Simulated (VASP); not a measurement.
Here is a VASP 6.6.1 calculation.

POSCAR

```
SrO
1.0
    3.1028650670      0.0000000000      0.0000000000
    0.0000000000      3.1028650670      0.0000000000
    0.0000000000      0.0000000000      3.1028650670
Sr O
1 1
Direct
    0.0000000000      0.0000000000      0.0000000000
    0.5000000000      0.5000000000      0.5000000000
```

INCAR.step1

```
SYSTEM = SrO
PREC     = Accurate       ! precision mode
ENCUT    = 520            ! plane-wave cutoff, eV
EDIFF    = 1E-5           ! SCF threshold, eV
ISMEAR   = 0              ! smearing method
SIGMA    = 0.01           ! smearing width, eV
LREAL    = .False.        ! projectors in reciprocal space
LASPH    = .True.         ! aspherical terms in the spheres
NELM     = 100            ! most SCF steps
ALGO     = Normal         ! electronic algorithm
ISIF     = 2              ! what is computed and relaxed
LWAVE    = .True.         ! write WAVECAR
LCHARG   = .False.        ! write CHGCAR
GGA      = PE             ! functional
NBANDS   = 15             ! bands
```

File INCAR.step2:

```
SYSTEM = SrO
PREC     = Accurate       ! precision mode
ENCUT    = 520            ! plane-wave cutoff, eV
EDIFF    = 1E-6           ! SCF threshold, eV
ISMEAR   = 0              ! smearing method
SIGMA    = 0.01           ! smearing width, eV
LREAL    = .False.        ! projectors in reciprocal space
LASPH    = .True.         ! aspherical terms in the spheres
NELM     = 100            ! most SCF steps
ALGO     = Normal         ! electronic algorithm
ISIF     = 2              ! what is computed and relaxed
LWAVE    = .False.        ! write WAVECAR
LCHARG   = .False.        ! write CHGCAR
GGA      = PE             ! functional
LHFCALC  = .True.         ! exact exchange
HFSCREEN = 0.2079         ! screening, 1/A
PRECFOCK = Normal       
ISTART   = 1            
NBANDS   = 15             ! bands
```

File KPOINTS:

```
Automatic mesh
0
Gamma
  6 6 6
  0 0 0
```

Potentials or basis: VASP PAW PBE potentials, release 64 (Sr_sv, O).

Command:

```sh
$ cat potpaw_PBE.64/Sr_sv/POTCAR potpaw_PBE.64/O/POTCAR > POTCAR
$ cp INCAR.step1 INCAR
$ mpirun -np 1 vasp_std > vasp.out
$ cp INCAR.step2 INCAR
$ mpirun -np 1 vasp_std > vasp.out
```

Problem. Predict the pressure.

Solution. 0.5 GPa.

Problem. Predict the band gap on the k mesh.

Solution. 4.27 eV (least direct gap 4.34 eV).

Caveat: the structure was generated, so it needn't be the stable form of SrO; the PAW data sets were made with another functional, which shifts forces and pressure a little. A k mesh can miss the band edges.
